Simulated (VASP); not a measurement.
# Rh: single point with LDA

Crystal: Rh.

```
Rh
1.0
     2.65537    0.00000    0.00000
    -1.32768    2.29961    0.00000
     0.00000    0.00000    8.67916
Rh
4
Cartesian
  1.3277 0.7665 6.5094
  0.0000 0.0000 4.3396
  0.0000 1.5331 2.1698
  0.0000 0.0000 0.0000
```

This isn't the form of Rh at room conditions, which is fcc.

```yaml
Program: VASP 6.6.1
Task: single point
Functional: LDA
Potentials_or_basis: VASP PAW LDA potentials, release 64 (Rh_sv_GW)
Cutoff: 530 eV
k_mesh: 11 × 11 × 3
Occupations: fermi-dirac, width 0.05 eV
Spin: no spin polarisation
```

```json
{
  "Pressure": "-2.0 GPa",
  "Band gap on the k mesh": "zero (bands 34 and 35 overlap by 1.76 eV)"
}
```

Stress tensor (GPa, compression positive):
```
-1.34  0.00  0.00
 0.00 -1.34  0.00
 0.00  0.00 -3.18
```

Levels at points of the mesh, in eV from the Fermi level:
| k point | band 30 | band 31 | band 32 | band 33 | band 34 | band 35 | band 36 | band 37 | band 38 | band 39 |
| --- | --- | --- | --- | --- | --- | --- | --- | --- | --- | --- |
| (0.00, 0.00, 0.00) | -2.81 | -2.81 | -1.53 | -1.53 | -0.90 | -0.90 | -0.36 | -0.36 | 0.47 | 0.47 |

Wall time 88 s on 1 thread of AMD EPYC 7R43 64-Core Processor (Zen 3), on a shared host, peak memory 0.16 GiB.
